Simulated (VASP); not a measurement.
# Al3Ag5 (P6/mmm) in VASP: notebook, part 2 of 2

VASP 6.6.1. The steps go on from the part before.

### 5 Relaxation of cell and atoms, PBE

INCAR reads:

```
SYSTEM = Al3Ag5
PREC = Accurate ; ENCUT = 600
EDIFF = 1E-6 ; ISMEAR = 0
SIGMA = 0.1 ; LREAL = .FALSE.
LASPH = .TRUE. ; NELM = 60
ALGO = Fast ; ISIF = 3
LWAVE = .FALSE. ; LCHARG = .FALSE.
GGA = PE ; IBRION = 2
NSW = 90 ; EDIFFG = -0.04
```

KPOINTS reads:

```
Automatic mesh
0
G
  3 3 4
  0 0 0
```

POSCAR reads:

```
Al3Ag5
1.0
    5.8170231800      0.0000000000      0.0000000000
   -2.9085115900      5.0376898400      0.0000000000
    0.0000000000      0.0000000000      6.0208189600
Al Ag
3 5
Direct
    0.5000000000      0.0000000000      0.0000000000
    0.0000000000      0.5000000000      0.0000000000
    0.5000000000      0.5000000000      0.0000000000
    0.3333333300      0.6666666700      0.2107841400
    0.6666666700      0.3333333300      0.2107841400
    0.6666666700      0.3333333300      0.7892158600
    0.3333333300      0.6666666700      0.7892158600
    0.0000000000      0.0000000000      0.0000000000
```

Launch:

```
cat potpaw_PBE.64/Al/POTCAR potpaw_PBE.64/Ag/POTCAR > POTCAR
mpirun -np 1 vasp_std > vasp.out
```

Wall time 30 min (1 thread of AMD EPYC 7R13 (Zen 3), shared host); peak memory 0.34 GiB.

It converged, with:

| Item | Value |
| --- | --- |
| Free energy | -23.2630 eV |
| Relaxed volume | 22.54 Å³/atom |
| Relaxed cell | a = 5.381 Å, b = 5.381 Å, c = 7.193 Å, α = 90.00°, β = 90.00°, γ = 120.00° |
| Space group after relaxing (to 0.1 Å) | P6/mmm (No. 191) |
| Pressure after relaxing | 0.0 GPa |
| Largest force after relaxing | 0.018 eV/Å |
| Band gap on the k mesh | zero (bands 32 and 33 overlap by 1.04 eV) |

Forces on the atoms (eV/Å):
```
Al   0.000  0.000  0.000
Al   0.000  0.000  0.000
Al   0.000  0.000  0.000
Ag   0.000  0.000 -0.018
Ag   0.000  0.000 -0.018
Ag   0.000  0.000  0.018
Ag   0.000  0.000  0.018
Ag   0.000  0.000  0.000
```

Final structure:
```
CELL_PARAMETERS angstrom
5.38053 0.00000 0.00000
-2.69027 4.65968 0.00000
0.00000 0.00000 7.19347
ATOMIC_POSITIONS crystal
Al 0.50000 0.00000 0.00000
Al 0.00000 0.50000 0.00000
Al 0.50000 0.50000 0.00000
Ag 0.33333 0.66667 0.31032
Ag 0.66667 0.33333 0.31032
Ag 0.66667 0.33333 0.68968
Ag 0.33333 0.66667 0.68968
Ag 0.00000 0.00000 0.00000
```

Levels at points of the mesh, in eV from the Fermi level:
```tsv
k point	band 29	band 30	band 31	band 32	band 33	band 34	band 35	band 36
(0.00, 0.00, 0.00)	-2.82	-1.59	-1.59	-0.65	-0.65	0.13	2.32	2.65
(0.00, 0.00, 0.50)	-1.48	-1.48	-0.73	-0.17	-0.17	-0.13	1.53	1.53
```

Caveat: the k points lie up to 0.45 Å⁻¹ apart in the final cell, too coarse for converged energies and pressures of a metal; a cell axis changed by over 15 % at a fixed basis, so the end point is rough.

### 6 Relaxation of cell and atoms, PBE

This run uses another cell than the first one, of 22.56 Å³/atom.

INCAR reads:

```
PREC = Accurate
ENCUT = 600
EDIFF = 1E-6
ISMEAR = 0
SIGMA = 0.1
LREAL = False
LASPH = True
NELM = 80
ALGO = Fast
ISIF = 3
LWAVE = False
LCHARG = False
GGA = PE
IBRION = 2
NSW = 90
EDIFFG = -0.04
```

KPOINTS reads:

```
Automatic mesh
0
Gamma
  6 6 4
```

POSCAR reads:

```
Al3Ag5
1.0
    5.3872293419      0.0000000000      0.0000000000
   -2.6936146709      4.6654774661      0.0000000000
    0.0000000000      0.0000000000      7.1798174488
Al Ag
3 5
Direct
    0.5000000000      0.0000000000      0.0000000000
    0.0000000000      0.5000000000      0.0000000000
    0.5000000000      0.5000000000      0.0000000000
    0.3333333333      0.6666666667      0.3099365658
    0.6666666667      0.3333333333      0.3099365658
    0.6666666667      0.3333333333      0.6900634342
    0.3333333333      0.6666666667      0.6900634342
    0.0000000000      0.0000000000      0.0000000000
```

Potentials or basis: VASP PAW PBE potentials, release 64 (Al, Ag).

Launch:

```
cat potpaw_PBE.64/Al/POTCAR potpaw_PBE.64/Ag/POTCAR > POTCAR
mpirun -np 1 vasp_std > vasp.out
```

OUTCAR:

```text
PREC = Accurate
   ENCUT = 600
   EDIFF = 1E-6
   ISMEAR = 0
   LREAL = False
   LASPH = True
   NELM = 80
   ISIF = 3
   GGA = PE
   IBRION = 2
   NSW = 90
   EDIFFG = -0.04

 ion  position               nearest neighbor table
   1  0.500  0.000  0.000-   3 2.69   3 2.69   8 2.69   8 2.69   2 2.69   2 2.69   4 2.71   5 2.71
                             6 2.71   7 2.71
   2  0.000  0.500  0.000-   8 2.69   8 2.69   3 2.69   3 2.69   1 2.69   1 2.69   4 2.71   5 2.71
                             6 2.71   7 2.71
   3  0.500  0.500  0.000-   1 2.69   1 2.69   2 2.69   2 2.69   8 2.69   8 2.69   4 2.71   5 2.71
                             6 2.71   7 2.71
   4  0.333  0.667  0.310-   1 2.71   2 2.71   3 2.71   7 2.73   5 3.11   5 3.11   5 3.11
   5  0.667  0.333  0.310-   1 2.71   2 2.71   3 2.71   6 2.73   4 3.11   4 3.11   4 3.11
   6  0.667  0.333  0.690-   1 2.71   2 2.71   3 2.71   5 2.73   7 3.11   7 3.11   7 3.11
   7  0.333  0.667  0.690-   1 2.71   2 2.71   3 2.71   4 2.73   6 3.11   6 3.11   6 3.11
   8  0.000  0.000  0.000-   2 2.69   2 2.69   1 2.69   1 2.69   3 2.69   3 2.69

  LATTYP: Found a hexagonal cell.
 ALAT       =     5.3872293419
 C/A-ratio  =     1.3327476878

  Lattice vectors:

 A1 = (   5.3872293419,   0.0000000000,   0.0000000000)
 A2 = (  -2.6936146709,   4.6654774661,   0.0000000000)
 A3 = (   0.0000000000,   0.0000000000,   7.1798174488)

Analysis of symmetry for initial positions (statically):
=====================================================================
 Subroutine PRICEL returns:
 Original cell was already a primitive cell.

 Routine SETGRP: Setting up the symmetry group for a
 hexagonal supercell.

 Subroutine GETGRP returns: Found 24 space group operations
 (whereof 24 operations were pure point group operations)
 out of a pool of 24 trial point group operations.

The static configuration has the point symmetry D_6h.

Analysis of symmetry for dynamics (positions and initial velocities):
=====================================================================
 Subroutine PRICEL returns:
 Original cell was already a primitive cell.

[... 127 lines left out ...]
   NUPDOWN=      -1.0000    fix difference up-down
   EMIN   =  10.00;   EMAX   =-10.00  energy-range for DOS
   EFERMI =   0.00;   METHOD = LEGACY
   ISMEAR =     0;   SIGMA  =   0.10  broadening in eV -4-tet -1-fermi 0-gaus
   EFERMI_NEDOS =   21; number of points for ismear=-14 and -15
   IALGO  =     68    algorithm
   IMIX   =      4    mixing-type and parameters
     AMIX     =   0.40;   BMIX     =  1.00
     AMIX_MAG =   1.60;   BMIX_MAG =  1.00
  volume/ion in A,a.u.               =      22.56       152.22
  Fermi-wavevector in a.u.,A,eV,Ry     =   1.158804  2.189821 18.270254  1.342826
  Thomas-Fermi vector in A             =   2.295402
   LORBIT       =      0    0 simple, 1 ext, 2 COOP (PROOUT), +10 PAW based schemes
   GGA     = PE    functional components
   LHFCALC =     F    Hartree Fock is set to
   AEXX    =    0.0000 exact exchange contribution
   IVDW    =     0    specifies the selected vdW correction
   LEPSILON=     F    determine dielectric tensor
   LRPA    =     F    only Hartree local field effects (RPA)
 conjugate gradient relaxation of ions
 non-spin polarized calculation
 RMM-DIIS sequential band-by-band and
 Gauss-broadening in eV      SIGMA  =   0.10
  energy-cutoff  :      600.00
  volume of cell :      180.46
 maximum number of plane-waves:      6060
 NGX is ok and might be reduce to    48
   NGX = 21   NGY = 21   NGZ = 29

--------------------------------------- Ionic step        1  -------------------------------------------

 number of electron      64.0000004 magnetization

 Free energy of the ion-electron system (eV)
  ---------------------------------------------------
  ext. energy  EPLUGINS =         0.00000000
  ---------------------------------------------------
  free energy    TOTEN  =       -23.09135909 eV

  energy without entropy =      -23.07000066  energy(sigma->0) =      -23.08067988

------------------------ aborting loop because EDIFF is reached ----------------------------------------

  FORCE on cell =-STRESS in cart. coord.  units (eV):
  Direction    XX          YY          ZZ          XY          YZ          ZX
  --------------------------------------------------------------------------------------
  -------------------------------------------------------------------------------------
  Total       -0.4491841     -0.4491841      0.3765980     -0.0000000     -0.0000000      0.0000000
  in kB       -3.9880441     -3.9880441      3.3435946     -0.0000000     -0.0000000      0.0000000
  external PRESSURE =      -1.5441645 kB  Pullay stress =       0.0000000 kB
[... 71 lines left out ...]
--------------------------------------- Ionic step        3  -------------------------------------------

 number of electron      64.0000016 magnetization

 Free energy of the ion-electron system (eV)
  ---------------------------------------------------
  ext. energy  EPLUGINS =         0.00000000
  ---------------------------------------------------
  free energy    TOTEN  =       -23.10002411 eV

  energy without entropy =      -23.08016732  energy(sigma->0) =      -23.09009571

 E-fermi :   5.3048     XC(G=0):  -9.6767

 val. band max:        5.2973751648   @ k =   0.1667   0.0000   0.0000
 cond. band min:       5.3436947988   @ k =   0.1667   0.0000   0.2500
 fundamental gap:      0.0463196340
 Fermi energy:         5.3047734248

 k-point     1 :       0.0000    0.0000    0.0000
  band No.  band energies     occupation
      1      -4.4343      2.00000
      2      -1.2381      2.00000
      3      -1.2381      2.00000
      4      -0.7908      2.00000
      5      -0.1053      2.00000
      6      -0.0401      2.00000
[... 885 lines left out ...]
  FREE ENERGIE OF THE ION-ELECTRON SYSTEM (eV)
  ---------------------------------------------------
  free  energy   TOTEN  =       -23.1000241068 eV

  energy  without entropy=      -23.0801673178  energy(sigma->0) =      -23.09009571

 reached required accuracy - stopping structural energy minimisation
```

OSZICAR:

```text
N       E                     dE             d eps       ncg     rms          rms(c)
DAV:   1     0.381661179480E+03    0.38166E+03   -0.32182E+04  1596   0.170E+03
DAV:   2    -0.113569570533E+02   -0.39302E+03   -0.37406E+03  1680   0.331E+02
DAV:   3    -0.256849019270E+02   -0.14328E+02   -0.13865E+02  1834   0.580E+01
[... 28 lines left out ...]
RMM:   5    -0.231000052557E+02   -0.37602E-04   -0.48165E-04  1615   0.111E-01    0.505E-02
RMM:   6    -0.231000196951E+02   -0.14439E-04   -0.14715E-04  1612   0.565E-02    0.148E-02
RMM:   7    -0.231000247892E+02   -0.50941E-05   -0.32863E-05  1615   0.278E-02    0.858E-03
RMM:   8    -0.231000239883E+02    0.80088E-06   -0.10272E-05  1419   0.145E-02    0.359E-03
RMM:   9    -0.231000241068E+02   -0.11856E-06   -0.24790E-06   988   0.740E-03
   3 F= -.23100024E+02 E0= -.23090096E+02  d E =-.866501E-02
```

It took 9.7 min on 1 thread of AMD EPYC 7R13 (Zen 3), shared host; peak memory 0.43 GiB.

What came out:

```
Free energy                           : -23.1000 eV
Relaxed volume                        : 22.38 Å³/atom
Relaxed cell                          : a = 5.351 Å, b = 5.351 Å, c = 7.221 Å, α = 90.00°, β = 90.00°, γ = 120.00°
Space group after relaxing (to 0.1 Å) : P6/mmm (No. 191)
Energy gained by relaxing             : 1.1 meV/atom
Ionic steps                           : 3
Pressure after relaxing               : 0.1 GPa
Largest force after relaxing          : 0.038 eV/Å
Band gap on the k mesh                : zero (bands 32 and 33 overlap by 1.20 eV)
```

Forces in eV/Å, atoms in the order of the input:
```
Al   0.000  0.000  0.000
Al   0.000  0.000  0.000
Al   0.000  0.000  0.000
Ag   0.000  0.000  0.038
Ag   0.000  0.000  0.038
Ag   0.000  0.000 -0.038
Ag   0.000  0.000 -0.038
Ag   0.000  0.000  0.000
```

Stress tensor (GPa, compression positive):
```
0.01 0.00 0.00
0.00 0.01 0.00
0.00 0.00 0.17
```

The path:
```csv
step,energy change (eV),largest force (eV/Å),pressure (GPa),volume (Å³)
1,0.0000,0.1091,-0.15,180.46
2,-0.0048,0.0799,-0.09,179.89
3,-0.0087,0.0377,0.07,179.03
```

Final structure:
```cif
data_structure
_symmetry_space_group_name_H-M 'P 1'
_symmetry_Int_Tables_number 1
_cell_length_a 5.3506
_cell_length_b 5.3506
_cell_length_c 7.2207
_cell_angle_alpha 90.000
_cell_angle_beta 90.000
_cell_angle_gamma 120.000
_cell_volume 179.03
loop_
_atom_site_label
_atom_site_type_symbol
_atom_site_fract_x
_atom_site_fract_y
_atom_site_fract_z
_atom_site_occupancy
Al1 Al 0.50000 0.00000 0.00000 1
Al2 Al 0.00000 0.50000 0.00000 1
Al3 Al 0.50000 0.50000 0.00000 1
Ag1 Ag 0.33333 0.66667 0.31177 1
Ag2 Ag 0.66667 0.33333 0.31177 1
Ag3 Ag 0.66667 0.33333 0.68823 1
Ag4 Ag 0.33333 0.66667 0.68823 1
Ag5 Ag 0.00000 0.00000 0.00000 1
```

### 7 Single point, PBE

This run uses another cell than the first one, of 22.41 Å³/atom.

INCAR reads:

```
SYSTEM = Al3Ag5
PREC = Accurate ; ENCUT = 520
EDIFF = 1E-6 ; ISMEAR = 0
SIGMA = 0.1 ; LREAL = .False.
LASPH = .True. ; NELM = 100
ALGO = Fast ; ISIF = 2
LWAVE = .False. ; LCHARG = .False.
GGA = PE ; NBANDS = 42
```

KPOINTS reads:

```
regular mesh
0
Gamma
  12 12 6
  0 0 0
```

POSCAR reads:

```
Al3Ag5
1.0
    5.3453557881      0.0000000000      0.0000000000
   -2.6726778940      4.6292139048      0.0000000000
    0.0000000000      0.0000000000      7.2437250068
Al Ag
3 5
Direct
    0.5000000000      0.0000000000      0.0000000000
    0.0000000000      0.5000000000      0.0000000000
    0.5000000000      0.5000000000      0.0000000000
    0.3333333333      0.6666666667      0.3123013471
    0.6666666667      0.3333333333      0.3123013471
    0.6666666667      0.3333333333      0.6876986529
    0.3333333333      0.6666666667      0.6876986529
    0.0000000000      0.0000000000      0.0000000000
```

Launch:

```
cat potpaw_PBE.64/Al/POTCAR potpaw_PBE.64/Ag/POTCAR > POTCAR
mpirun -np 1 vasp_std > vasp.out
```

Wall time 6.2 min (1 thread of Oxide Virtual Turin-like, shared host); peak memory 0.53 GiB.

It converged, with:

```yaml
Free_energy: -23.0613 eV
Pressure: 0.0 GPa
Largest_force: 0.016 eV/Å
Band_gap_on_the_k_mesh: zero (bands 32 and 33 overlap by 1.26 eV)
```

Forces on the atoms (eV/Å):
```
Al   0.000  0.000  0.000
Al   0.000  0.000  0.000
Al   0.000  0.000  0.000
Ag   0.000  0.000  0.016
Ag   0.000  0.000  0.016
Ag   0.000  0.000 -0.016
Ag   0.000  0.000 -0.016
Ag   0.000  0.000  0.000
```

Levels at points of the mesh, in eV from the Fermi level:
```
           k point  band 28  band 29  band 30  band 31  band 32  band 33  band 34  band 35  band 36  band 37
(0.00, 0.00, 0.00)    -3.07    -2.72    -1.50    -1.50    -0.49    -0.49     0.26     2.45     2.77     2.77
(0.50, 0.00, 0.00)    -3.02    -2.37    -2.26    -1.74    -1.66    -0.55     2.04     2.51     2.61     2.80
(0.00, 0.00, 0.50)    -2.07    -1.39    -1.39    -0.76    -0.03    -0.03    -0.03     1.64     1.64     1.78
(0.50, 0.00, 0.50)    -2.86    -2.66    -2.39    -2.08     0.67     0.81     2.02     2.17     2.42     2.66
```

### 8 Overview

```csv
task,cell,k mesh,cutoff (eV),gap on the mesh (eV),pressure (GPa),relaxed volume (Å³/atom),largest force (eV/Å)
single point,"a = 5.817, b = 5.817, c = 6.021 Å, angles 90.0, 90.0, 120.0°, 8 atoms, atomic positions A",3 × 3 × 4,520,none,41.0,-,11.94
single point,"a = 5.387, b = 5.387, c = 7.180 Å, angles 90.0, 90.0, 120.0°, 8 atoms, atomic positions B",3 × 3 × 4,520,none,0.0,-,-
single point,"a = 5.347, b = 5.347, c = 7.237 Å, angles 90.0, 90.0, 120.0°, 8 atoms, atomic positions C",6 × 6 × 4,520,none,0.0,-,-
relaxation of cell and atoms,"relaxed from a = 5.817, b = 5.817, c = 6.021 Å, angles 90.0, 90.0, 120.0°, 8 atoms, atomic positions A",3 × 3 × 4,600,none,0.0,22.54,0.02
relaxation of cell and atoms,"relaxed from a = 5.387, b = 5.387, c = 7.180 Å, angles 90.0, 90.0, 120.0°, 8 atoms, atomic positions B",6 × 6 × 4,600,none,0.1,22.38,0.04
single point,"a = 5.345, b = 5.345, c = 7.244 Å, angles 90.0, 90.0, 120.0°, 8 atoms, atomic positions D",12 × 12 × 6,520,none,0.0,-,0.02
```

Alike in all rows: level PBE; potentials or basis VASP PAW PBE potentials, release 64 (Al, Ag); no spin polarisation; smearing gaussian 0.1 eV.

Caveats: some runs use coarse meshes; forces of over 1 eV/Å act on the atoms, so gaps and moduli don't describe the material at rest (at least some runs); a cell axis changed by over 15 % at a fixed basis, so the end point is rough (at least some runs).

Absolute energies hang on the potentials; compare differences alone.

The gap in the log of VASP goes by the Fermi energy; the results here count the filled bands.